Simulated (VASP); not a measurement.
**BiRhO3: single point with LDA+U**

Crystal: BiRhO3.

```
Rh O Bi
1.0
     4.14902    0.00000    0.00000
     0.00000    4.14902    0.00000
     0.00000    0.00000    4.14902
Rh O Bi
1 3 1
Direct
  0.00000 0.00000 0.00000
  0.50000 0.00000 0.00000
  0.00000 0.50000 0.00000
  0.00000 0.00000 0.50000
  0.50000 0.50000 0.50000
```

```yaml
Program: VASP 6.6.1
Task: single point
Functional: LDA
Potentials_or_basis: VASP PAW LDA potentials, release 64 (Rh_pv, O, Bi_d)
Cutoff: 520 eV
k_mesh: 6 × 6 × 6
Occupations: gaussian, width 0.0187 eV
Spin: collinear spin, ferromagnetic start
Starting_moments: "[4.0, 0.0, 0.0, 0.0, 0.0] μB"
Hubbard_terms: Rh d U = 1.77 eV
```

```yaml
Pressure: -27.0 GPa
Band_gap_on_the_k_mesh: zero (filled and empty bands overlap)
Net_moment: -0.01 μB per cell
Valence_electrons_inside_the_program's_atomic_spheres: Rh 13.51; O 4.85; Bi 12.29
```

Levels at points of the mesh, in eV from the Fermi level:
Spin up:
```
           k point  band 22  band 23  band 24  band 25  band 26  band 27
(0.00, 0.00, 0.00)    -2.17    -2.17    -2.17    -0.14    -0.14     3.37
(0.50, 0.00, 0.00)    -1.92    -0.28    -0.27    -0.27    -0.14     2.42
(0.50, 0.50, 0.00)    -0.10    -0.10     0.35     0.94     1.28     1.97
(0.50, 0.50, 0.50)    -0.47    -0.47    -0.47     3.26     3.26     3.26
```
Spin down:
```csv
k point,band 21,band 22,band 23,band 24,band 25,band 26,band 27,band 28
"(0.00, 0.00, 0.00)",-2.19,-2.17,-2.17,-2.17,-0.15,-0.15,3.37,3.37
"(0.50, 0.00, 0.00)",-1.96,-1.93,-0.28,-0.27,-0.27,-0.14,2.41,2.46
"(0.50, 0.50, 0.00)",-1.25,-0.11,-0.11,0.34,0.93,1.28,1.97,1.97
"(0.50, 0.50, 0.50)",-1.26,-0.47,-0.47,-0.47,3.26,3.26,3.26,4.45
```

Eigenvalues of the final occupation matrices:
```tsv
site	spin	trace	eigenvalues
site 1 d	1	3.50	0.40 0.40 0.90 0.90 0.90
site 1 d	2	3.50	0.40 0.40 0.90 0.90 0.90
```

Wall time 56 s on 1 thread of Intel(R) Xeon(R) Platinum 8375C CPU @ 2.90GHz (Ice Lake) (shared host), peak memory 0.21 GiB.

Caveat: spin-orbit coupling is left out, which moves the levels of the heavy elements. The state reached can hang on the start; a lower one may exist.
